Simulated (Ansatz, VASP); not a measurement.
# Hf: VASP beside Ansatz

The input INCAR:

```
SYSTEM = Hf
PREC = Accurate ; ENCUT = 520
EDIFF = 1E-8 ; ISMEAR = -1
SIGMA = 0.03 ; LREAL = .False.
LASPH = .True. ; NELM = 60
ALGO = Normal ; ISIF = 2
LWAVE = .False. ; LCHARG = .False.
GGA = PE ; LEFG = .True.
NBANDS = 11
```

KPOINTS

```
regular mesh
0
Gamma
  5 5 5
  0 0 0
```

POSCAR

```
Hf
1.0
    0.0000000000      2.2200000000      2.2200000000
    2.2200000000      0.0000000000      2.2200000000
    2.2200000000      2.2200000000      0.0000000000
Hf
1
Direct
    0.0000000000      0.0000000000      0.0000000000
```

Input for Ansatz:

```yaml
crystal:
  lattice:
    - [0.0, 2.22, 2.22]
    - [2.22, 0.0, 2.22]
    - [2.22, 2.22, 0.0]
  atoms:
    - { symbol: Hf, position: [0.0, 0.0, 0.0] }
kpoints:
  mp_grid: { grid: [5, 5, 5] }
scf:
  occupations: { method: fermi_dirac, width: 0.03 }
hamiltonian:
  xc: pbe
  pseudopotentials: { kind: paw }
output:
  forces: true
  stress: true
  eigenvalues: true
  efg: { contact_densities: true }
```

Alike in both runs: task electric field gradients; functional PBE; k mesh 5 × 5 × 5; occupations fermi-dirac, width 0.03 eV; no spin polarisation.

```csv
,VASP,Ansatz
version,VASP 6.6.1,Ansatz 0.2.0
potentials or method,"VASP PAW PBE potentials, release 64 (Hf_pv)","PAW with Ansatz's default frozen-core files, scalar-relativistic"
plane-wave cutoff (eV),520,420
valence electrons in the cell,10,26
```

Ansatz gave:

| Property | Result |
| --- | --- |
| pressure (GPa) | 3.2 |

Estimate VASP's values.

pressure (GPa): 2.8.

VASP's potentials hold 10 valence electrons a cell and Ansatz's 26, so a difference there can come from the potentials and not from the codes.

The k mesh is coarse, so the values compare programs but aren't converged. Spin-orbit coupling is off throughout.
